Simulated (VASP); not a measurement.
Ni: single point with PBE

Crystal: Ni.

```xyz
1
Lattice="0.0000 1.7673 1.7673 1.7673 0.0000 1.7673 1.7673 1.7673 0.0000" Properties=species:S:1:pos:R:3 pbc="T T T"
Ni    0.0000    0.0000    0.0000
```

- Program: VASP 6.6.1
- Task: single point
- Functional: PBE
- Potentials or basis: VASP PAW PBE potentials, release 64 (Ni)
- Cutoff: 520 eV
- k mesh: 12 × 12 × 12
- Occupations: fermi-dirac, width 0.1 eV
- Spin: collinear spin, ferromagnetic start
- Starting moments: [0.73] μB
- Fixed moment: 0.73 μB

The pressure is -1.5 GPa. The net moment is 0.73 μB per cell, the site moments are Ni +0.74 μB and the valence electrons inside the program's atomic spheres are Ni 9.28.

It took 21 s on 1 thread of AMD EPYC 7R13 Processor (Zen 3), on a shared host, peak memory 0.11 GiB.

Caveat: the total moment is fixed, so each spin has its own Fermi level.
